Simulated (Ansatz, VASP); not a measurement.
# Be3Te4: VASP beside Ansatz

```
Be Te
1.0
     3.88071    0.00000    0.00000
     0.00000    3.88071    0.00000
     0.00000    0.00000   11.73355
Be Te
3 4
Direct
  0.50000 0.50000 0.24880
  0.50000 0.50000 0.75120
  0.00000 0.00000 0.00000
  0.50000 0.00000 0.36935
  0.00000 0.50000 0.63065
  0.50000 0.00000 0.87728
  0.00000 0.50000 0.12272
```

Alike in both runs: functional PBE; k mesh 8 × 8 × 4; occupations gaussian, width 0.1 eV; no spin polarisation.

Ansatz relaxed the structure, and its values are those at the end. VASP's run is a single point on that final structure, the one shown.

|  | VASP | Ansatz |
| --- | --- | --- |
| version | VASP 6.6.1 | Ansatz 0.2.0 |
| potentials or method | VASP PAW PBE potentials, release 64 (Be, Te), cutoff 520 eV | scalar-relativistic, plane waves, PAW |
| valence electrons in the cell | 30 | 70 |

```csv
,VASP,Ansatz,Ansatz less VASP
gap on the k mesh at the Fermi level (eV),none,none,-
pressure (GPa),0.1,0.0,-0.10
rms of the force components (eV/Å),0.006,0.002,-0.0040
```

A gap of «none» marks a metal or a gap that the smearing closes. VASP's potentials hold 30 valence electrons a cell and Ansatz's 70, so a difference there can come from the potentials and not from the codes.

Spin-orbit coupling is off throughout.
